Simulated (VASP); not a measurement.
P: single point with PBE

The system is P.

```xyz
1
Lattice="0.0000 1.4850 1.4850 1.4850 0.0000 1.4850 1.4850 1.4850 0.0000" Properties=species:S:1:pos:R:3 pbc="T T T"
P     0.0000    0.0000    0.0000
```

This isn't the form of P at room conditions, which is orthorhombic.

```yaml
Program: VASP 6.6.1
Task: single point
Functional: PBE
Potentials_or_basis: VASP PAW PBE potentials, release 64 (P)
Cutoff: 520 eV
k_mesh: 18 × 18 × 18
Occupations: fermi-dirac, width 0.1 eV
Spin: no spin polarisation
Dipole_correction: no
Further_INCAR_settings: ALGO = Normal; EDIFF = 1e-06; NBANDS = 8
```

| Item | Value |
| --- | --- |
| Pressure | 341.3 GPa |
| Band gap on the k mesh | zero (an odd number of electrons rules out a gap without spin polarisation) |

Levels at points of the mesh, in eV from the Fermi level:
```csv
k point,band 1,band 2,band 3,band 4,band 5,band 6
"(0.00, 0.00, 0.00)",-27.60,13.38,13.38,13.38,17.87,17.87
"(0.50, 0.00, 0.00)",-16.56,-15.17,11.50,11.50,12.77,12.77
"(0.50, 0.50, 0.00)",-13.56,-10.31,0.32,2.07,2.07,10.40
```

It took 4.2 s on 1 thread of AMD EPYC 9R45 96-Core Processor (Zen 5), with other jobs on the host, peak memory 0.08 GiB.

Caveat: the cell stands under pressure.
